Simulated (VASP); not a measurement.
AlB2P3:

```
Al B P
1.0
     3.50261    0.00000    0.00000
    -1.75131    3.03335    0.00000
     0.00000    0.00000    8.57962
Al B P
1 2 3
Cartesian
  0.0000 2.0222 5.7197
  0.0000 0.0000 0.0000
  1.7513 1.0111 2.8599
  0.0000 0.0000 2.1449
  1.7513 1.0111 5.0048
  0.0000 2.0222 7.8647
```

```yaml
Program: VASP 6.6.1
Task: relaxation of cell and atoms
Functional: PBE
Potentials_or_basis: VASP PAW PBE potentials, release 64 (Al, B, P)
Cutoff: 600 eV
k_mesh: 6 × 6 × 2
Occupations: gaussian, width 0.1 eV
Spin: no spin polarisation
```

At the start: pressure 0.7 GPa; volume 15.19 Å³/atom.

Task: Where does the relaxation end?

Result: Over 10 steps the energy falls by 215.3 meV/atom and the volume is 14.55 Å³/atom (-4.2 %); space group P3m1 (No. 156, to 0.05 Å).

The path:
```
step  energy change (eV)  largest force (eV/Å)  pressure (GPa)  volume (Å³)
   1              0.0000                4.4441            0.65        91.16
   2             -0.9249                1.7725           -3.99        91.97
   3             -0.9330                1.8980           -4.24        92.06
   4             -1.2240                1.1125            1.23        86.87
   5             -1.2251                1.1077            1.65        86.55
   6             -1.2642                0.7551            0.51        86.90
   7             -1.2891                0.1574            0.83        86.77
   8             -1.2912                0.0558           -0.49        87.67
   9             -1.2916                0.0444           -0.10        87.40
  10             -1.2918                0.0204            0.03        87.33
```

Final structure:
```yaml
crystal:
  lattice:
    - [3.41670, 0.00000, 0.00000]
    - [-1.70835, 2.95895, 0.00000]
    - [0.00000, 0.00000, 8.63808]
  atoms:
    - { symbol: Al, position: [0.33333, 0.66667, 0.67059] }
    - { symbol: B, position: [0.00000, 0.00000, 0.01930] }
    - { symbol: B, position: [0.66667, 0.33333, 0.31874] }
    - { symbol: P, position: [0.00000, 0.00000, 0.24718] }
    - { symbol: P, position: [0.66667, 0.33333, 0.54727] }
    - { symbol: P, position: [0.33333, 0.66667, 0.94692] }
```
